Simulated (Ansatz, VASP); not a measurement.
# F: VASP beside Ansatz

```
F
1.0
    -2.31515    0.00000    1.66216
     0.00000   -6.12922    0.00000
     2.31515    0.00000    1.66216
F
4
Direct
  0.13000 0.90000 0.13000
  0.63000 0.60000 0.63000
  0.87000 0.10000 0.87000
  0.37000 0.40000 0.37000
```

Alike in both runs: task single point; functional PBE; k mesh 9 × 4 × 9; occupations fermi-dirac, width 0.0664 eV; no spin polarisation.

|  | VASP | Ansatz |
| --- | --- | --- |
| version | VASP 6.6.1 | Ansatz 0.2.0 |
| potentials or method | VASP PAW PBE potentials, release 64 (F), cutoff 520 eV | PAW plane waves |
| valence electrons in the cell | 28 | 28 |

```csv
,VASP,Ansatz,Ansatz less VASP
pressure (GPa),-1.6,-1.7,-0.05
"traceless stress, the component that is largest in VASP (GPa)",7.42,8.24,+0.819
rms of the force components (eV/Å),0.960,1.102,+0.1421
```

Atom by atom the forces differ by 0.143 eV/Å (rms over components).
